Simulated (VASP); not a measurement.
# Sn12PO23 (a cell with a defect) (Cassiterite) in VASP: single point with PBE

Aim: the single point of Sn12PO23 (a cell with a defect) (Cassiterite) with PBE.

All numbers are computed with VASP 6.6.1; they aren't measurements. Logs are shortened: lines on timing, memory, paths and dates and some standing lists are left out, and cuts for length are marked.

## Step 1: The cell of the first run

The cell holds a defect, 36 atoms: a = 6.701 Å, b = 6.701 Å, c = 9.559 Å, α = 90.00°, β = 90.00°, γ = 90.00°.

## Step 2: Single point, PBE

INCAR reads:

```
SYSTEM = Sn12PO23
ALGO = Normal ; EDIFF = 1E-7
ENCUT = 520 ; GGA = PE
ISIF = 2 ; ISMEAR = -1
LASPH = .True. ; LCHARG = .True.
LELF = .True. ; LREAL = Auto
LVHAR = .True. ; LWAVE = .False.
NBANDS = 180 ; NELECT = 312.0
NELM = 100 ; PREC = Accurate
SIGMA = 0.01
```

KPOINTS reads:

```
k-points
0
Gamma
  3 3 2
  0 0 0
```

POSCAR reads:

```
Sn12PO23
1.0
    4.7380000000      4.7380000000      0.0000000000
   -4.7380000000      4.7380000000      0.0000000000
    0.0000000000      0.0000000000      9.5595000000
Sn P O
12 1 23
Direct
   -0.0373236477      0.0000000000      0.0000000000
    0.0024400431      0.0000000000      0.3346502082
    0.0024400431      0.0000000000      0.6653497918
    0.5008406198      0.5000000000      0.0000000000
    0.5089917122      0.5000000000      0.3348236616
    0.5089917122      0.5000000000      0.6651763384
    0.5143788405      0.0000000000      0.1804015279
    0.4921235063      0.0000000000      0.5000000000
    0.5143788405      0.0000000000      0.8195984721
   -0.0032297059      0.5000000000      0.1685827180
    0.0145893890      0.5000000000      0.5000000000
   -0.0032297059      0.5000000000      0.8314172820
    0.2914885286      0.0000000000      0.0000000000
    0.3037298967      0.0000000000      0.3374932316
    0.3037298967      0.0000000000      0.6625067684
    0.8077886438      0.5000000000      0.0000000000
    0.8123045991      0.5000000000      0.3416953184
    0.8123045991      0.5000000000      0.6583046816
    0.5209764529      0.3091719174      0.1711650413
    0.4954197561      0.3050692354      0.5000000000
    0.5209764529      0.3091719174      0.8288349587
   -0.0288874105      0.8020101575      0.1748380479
    0.0090230142      0.8049644676      0.5000000000
   -0.0288874105      0.8020101575      0.8251619521
    0.6823778805      0.0000000000      0.0000000000
    0.6974690234      0.0000000000      0.3447050956
    0.6974690234      0.0000000000      0.6552949044
    0.1948589764      0.5000000000      0.0000000000
    0.2019227872      0.5000000000      0.3295426779
    0.2019227872      0.5000000000      0.6704573221
    0.5209764529      0.6908280826      0.1711650413
    0.4954197561      0.6949307646      0.5000000000
    0.5209764529      0.6908280826      0.8288349587
   -0.0288874105      0.1979898425      0.1748380479
    0.0090230142      0.1950355324      0.5000000000
   -0.0288874105      0.1979898425      0.8251619521
```

Potentials or basis: VASP PAW PBE potentials, release 64 (Sn_d, P, O).

Run with:

```console
$ cat potpaw_PBE.64/Sn_d/POTCAR potpaw_PBE.64/P/POTCAR potpaw_PBE.64/O/POTCAR > POTCAR
$ mpirun -np 1 vasp_std > vasp.out
```

OUTCAR:

```text
SYSTEM = Sn12PO23
   EDIFF = 1E-7
   ENCUT = 520
   GGA = PE
   ISIF = 2
   ISMEAR = -1
   LASPH = .True.
   LREAL = Auto
   NELECT = 312.0
   NELM = 100
   PREC = Accurate

 ion  position               nearest neighbor table
   1  0.963  0.000  0.000-  25 1.88  24 2.13  22 2.13  34 2.13  36 2.13  13 2.20   2 3.21   3 3.21
                             7 3.46   9 3.46  10 3.72  12 3.72  10 3.72  12 3.72
   2  0.002  0.000  0.335-  14 2.02  22 2.03  34 2.03  26 2.05  23 2.05  35 2.05   3 3.16   1 3.21
                             7 3.59   8 3.64  11 3.71  11 3.71  10 3.71  10 3.71   7 3.73
   3  0.002  0.000  0.665-  15 2.02  24 2.03  36 2.03  27 2.05  35 2.05  23 2.05   2 3.16   1 3.21
                             9 3.59   8 3.64  11 3.71  11 3.71  12 3.71  12 3.71   9 3.73
   4  0.501  0.500  0.000-  28 2.05  16 2.06  21 2.08  19 2.08  31 2.08  33 2.08   5 3.20   6 3.20
                            10 3.69  12 3.69  10 3.74  12 3.74
   5  0.509  0.500  0.335-  19 2.02  31 2.02  17 2.03  20 2.05  32 2.05  29 2.06   6 3.16   4 3.20
                            10 3.63   7 3.66   7 3.66  11 3.67   8 3.71   8 3.71  11 3.74
   6  0.509  0.500  0.665-  21 2.02  33 2.02  18 2.03  32 2.05  20 2.05  30 2.06   5 3.16   4 3.20
                            12 3.63   9 3.66   9 3.66  11 3.67   8 3.71   8 3.71  11 3.74
   7  0.514  0.000  0.180-  26 1.99  25 2.06  14 2.06  19 2.07  31 2.07  13 2.28   8 3.06   9 3.45
                             1 3.46   2 3.59   5 3.66   5 3.66   2 3.73
   8  0.492  0.000  0.500-  14 2.00  15 2.00  26 2.02  27 2.02  20 2.04  32 2.04   7 3.06   9 3.06
                             2 3.64   3 3.64   5 3.71   6 3.71   5 3.71   6 3.71
   9  0.514  0.000  0.820-  27 1.99  25 2.06  15 2.06  21 2.07  33 2.07  13 2.28   8 3.06   7 3.45
                             1 3.46   3 3.59   6 3.66   6 3.66   3 3.73
  10  0.997  0.500  0.169-  22 2.03  34 2.03  16 2.05  29 2.06  17 2.07  28 2.09  11 3.17  12 3.22
                             5 3.63   4 3.69   2 3.71   2 3.71   1 3.72   1 3.72   4 3.74
  11  0.015  0.500  0.500-  17 2.03  18 2.03  23 2.04  35 2.04  30 2.06  29 2.06  10 3.17  12 3.17
                             5 3.67   6 3.67   2 3.71   3 3.71   2 3.71   3 3.71   5 3.74   6 3.74
  12  0.997  0.500  0.831-  24 2.03  36 2.03  16 2.05  30 2.06  18 2.07  28 2.09  11 3.17  10 3.22
                             6 3.63   4 3.69   3 3.71   3 3.71   1 3.72   1 3.72   4 3.74
  13  0.291  0.000  0.000-   1 2.20   7 2.28   9 2.28
  14  0.304  0.000  0.337-   8 2.00   2 2.02   7 2.06
  15  0.304  0.000  0.663-   8 2.00   3 2.02   9 2.06
  16  0.808  0.500  0.000-  10 2.05  12 2.05   4 2.06
  17  0.812  0.500  0.342-  11 2.03   5 2.03  10 2.07
  18  0.812  0.500  0.658-  11 2.03   6 2.03  12 2.07
[... 16 lines left out ...]
  35  0.009  0.195  0.500-  11 2.04   3 2.05   2 2.05
  36  0.971  0.198  0.825-  12 2.03   3 2.03   1 2.13

  LATTYP: Found a simple tetragonal cell.
 ALAT       =     6.7005438585
 C/A-ratio  =     1.4266752374

  Lattice vectors:

 A1 = (   4.7380000000,   4.7380000000,   0.0000000000)
 A2 = (  -4.7380000000,   4.7380000000,   0.0000000000)
 A3 = (   0.0000000000,   0.0000000000,   9.5595000000)

Analysis of symmetry for initial positions (statically):
[... 193 lines left out ...]
   IALGO  =     38    algorithm
   IMIX   =      4    mixing-type and parameters
     AMIX     =   0.40;   BMIX     =  1.00
     AMIX_MAG =   1.60;   BMIX_MAG =  1.00
  volume/ion in A,a.u.               =      11.92        80.45
  Fermi-wavevector in a.u.,A,eV,Ry     =   1.472000  2.781677 29.480903  2.166785
  Thomas-Fermi vector in A             =   2.587068
   LORBIT       =      0    0 simple, 1 ext, 2 COOP (PROOUT), +10 PAW based schemes
   GGA     = PE    functional components
   LHFCALC =     F    Hartree Fock is set to
   AEXX    =    0.0000 exact exchange contribution
   IVDW    =     0    specifies the selected vdW correction
   LEPSILON=     F    determine dielectric tensor
   LRPA    =     F    only Hartree local field effects (RPA)
 non-spin polarized calculation
  energy-cutoff  :      520.00
  volume of cell :      429.20
 maximum number of plane-waves:     11628
 NGX is ok and might be reduce to    50
   NGX = 25   NGY = 25   NGZ = 35

 number of electron     312.0000002 magnetization

 Free energy of the ion-electron system (eV)
  ---------------------------------------------------
  ext. energy  EPLUGINS =         0.00000000
  ---------------------------------------------------
  free energy    TOTEN  =      -207.40212038 eV

  energy without entropy =     -207.39991610  energy(sigma->0) =     -207.40101824

 E-fermi :   8.5164     XC(G=0): -11.3831

 val. band max:        8.5085624281   @ k =   0.0000   0.0000   0.0000
 cond. band min:       8.5166892341   @ k =   0.0000   0.0000   0.5000
 fundamental gap:      0.0081268060
 Fermi energy:         8.5163587330

 k-point     1 :       0.0000    0.0000    0.0000
  band No.  band energies     occupation
      1     -14.7440      2.00000
      2     -14.5418      2.00000
      3     -14.5034      2.00000
      4     -14.4424      2.00000
      5     -14.3884      2.00000
      6     -14.3173      2.00000
[... 1357 lines left out ...]
    167      12.8596      0.00000
    168      12.9694      0.00000
 [bands above 168 left out]

------------------------ aborting loop because EDIFF is reached ----------------------------------------

  FORCE on cell =-STRESS in cart. coord.  units (eV):
  Direction    XX          YY          ZZ          XY          YZ          ZX
  --------------------------------------------------------------------------------------
  -------------------------------------------------------------------------------------
  Total       64.0487083     64.0487083     76.0067487     11.9458333      0.0000000      0.0000000
  in kB      239.0923451    239.0923451    283.7314333     44.5935193      0.0000000      0.0000000
  external PRESSURE =     253.9720411 kB  Pullay stress =       0.0000000 kB

 VOLUME and BASIS-vectors are now :
 -----------------------------------------------------------------------------
  energy-cutoff  :      520.00
  volume of cell :      429.20
      direct lattice vectors                 reciprocal lattice vectors
     4.738000000  4.738000000  0.000000000     0.105529759  0.105529759  0.000000000
    -4.738000000  4.738000000  0.000000000    -0.105529759  0.105529759  0.000000000
     0.000000000  0.000000000  9.559500000     0.000000000  0.000000000  0.104607982

 POSITION                                       TOTAL-FORCE (eV/Angst)
 -----------------------------------------------------------------------------------
      4.56116      4.56116      0.00000         0.083877      0.083877     -0.000000
      0.01156      0.01156      3.19909         0.009145      0.009145     -0.003535
      0.01156      0.01156      6.36041         0.009145      0.009145      0.003535
      0.00398      4.74198      0.00000        -0.010338     -0.010338     -0.000000
      0.04260      4.78060      3.20075         0.000209      0.000209      0.016738
      0.04260      4.78060      6.35875         0.000209      0.000209     -0.016738
[... 28 lines left out ...]
     -0.88133      0.96683      4.77975        -0.005232      0.012345     -0.000000
      3.66306      5.53921      7.88814        -0.010082      0.003041     -0.000046
 -----------------------------------------------------------------------------------
    total drift:                               -0.018323     -0.018323      0.000015

  FREE ENERGIE OF THE ION-ELECTRON SYSTEM (eV)
  ---------------------------------------------------
  free  energy   TOTEN  =      -207.4021203808 eV

  energy  without entropy=     -207.3999161045  energy(sigma->0) =     -207.40101824
```

stdout:

```text
POSCAR found type information on POSCAR SnP O
 POSCAR found :  3 types and      36 ions
 scaLAPACK will be used
 LDA part: xc-table for (Slater+PW92), standard interpolation
 POSCAR, INCAR and KPOINTS ok, starting setup
 FFT: planning ... GRIDC
 FFT: planning ... GRID_SOFT
 FFT: planning ... GRID
 WAVECAR not read
 entering main loop
 the old and the new charge density differ
 old charge density:   311.00000 new  312.00000
    0.394E+01
```

Wall time 35 min (1 thread of Intel Xeon Platinum 8375C at 2.90GHz (Ice Lake), shared host); peak memory 0.66 GiB.

Results:

| Property | Result |
| --- | --- |
| Free energy | -207.4021 eV |
| Largest force | 0.119 eV/Å |

Forces on the atoms (eV/Å):
```
Sn   0.084  0.084  0.000
Sn   0.009  0.009 -0.004
Sn   0.009  0.009  0.004
Sn  -0.010 -0.010  0.000
Sn   0.000  0.000  0.017
Sn   0.000  0.000 -0.017
Sn  -0.051 -0.051 -0.093
Sn  -0.006 -0.006  0.000
Sn  -0.051 -0.051  0.093
Sn  -0.006 -0.006  0.000
Sn  -0.006 -0.006  0.000
Sn  -0.006 -0.006  0.000
P   -0.015 -0.015  0.000
O   -0.012 -0.012 -0.002
O   -0.012 -0.012  0.002
O   -0.002 -0.002  0.000
O   -0.011 -0.011  0.003
O   -0.011 -0.011 -0.003
O    0.023 -0.010 -0.006
O    0.007 -0.008  0.000
O    0.023 -0.010  0.006
O    0.003 -0.010  0.000
O    0.012 -0.005  0.000
O    0.003 -0.010  0.000
O    0.007  0.007  0.000
O    0.015  0.015  0.006
O    0.015  0.015 -0.006
O    0.010  0.010  0.000
O    0.016  0.016 -0.003
O    0.016  0.016  0.003
O   -0.010  0.023 -0.006
O   -0.008  0.007  0.000
O   -0.010  0.023  0.006
O   -0.010  0.003  0.000
O   -0.005  0.012  0.000
O   -0.010  0.003  0.000
```

Caveat: the cell carries a net charge on a neutralising background, which shifts energy and pressure; the cell is charged against a uniform background, so pressure and absolute levels hang on convention; spin-orbit coupling is left out, which moves the levels of the heavy elements.
